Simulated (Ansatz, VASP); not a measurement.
# One calculation of BN, two programs

```
B N
1.0
     2.45817    0.00000    0.00000
    -1.22908    2.12883    0.00000
     0.00000    0.00000    4.22685
B N
2 2
Direct
  0.66667 0.33333 0.99972
  0.33333 0.66667 0.49972
  0.66667 0.33333 0.62528
  0.33333 0.66667 0.12528
```

Change from the starting cell: strain -0.0375 x Voigt [1, 1, 0, 0, 0, 0], atoms carried along.

Alike in both runs: task single point; functional PBE; k mesh 12 × 12 × 6; occupations gaussian, width 0.05 eV; no spin polarisation.

```csv
,VASP,Ansatz
version,VASP 6.6.1,Ansatz 0.2.0
potentials or method,"VASP PAW PBE potentials, release 64 (B, N), cutoff 520 eV","scalar-relativistic, plane waves, PAW"
valence electrons in the cell,16,16
```

```tsv
	VASP	Ansatz	Ansatz less VASP
gap on the k mesh at the Fermi level (eV)	4.91	4.93	+0.017
least direct gap on the mesh (eV)	7.66	7.67	+0.005
pressure (GPa)	33.8	33.3	-0.48
traceless stress, the component that is largest in VASP (GPa)	-29.08	-28.85	+0.227
rms of the force components (eV/Å)	0.096	0.091	-0.0055
```

Atom by atom the forces differ by 0.006 eV/Å (rms over components). Both programs put the cell under a high pressure, so it lies far from rest at this level. With one functional, cell and mesh, what is left measures potentials, basis and numerics.
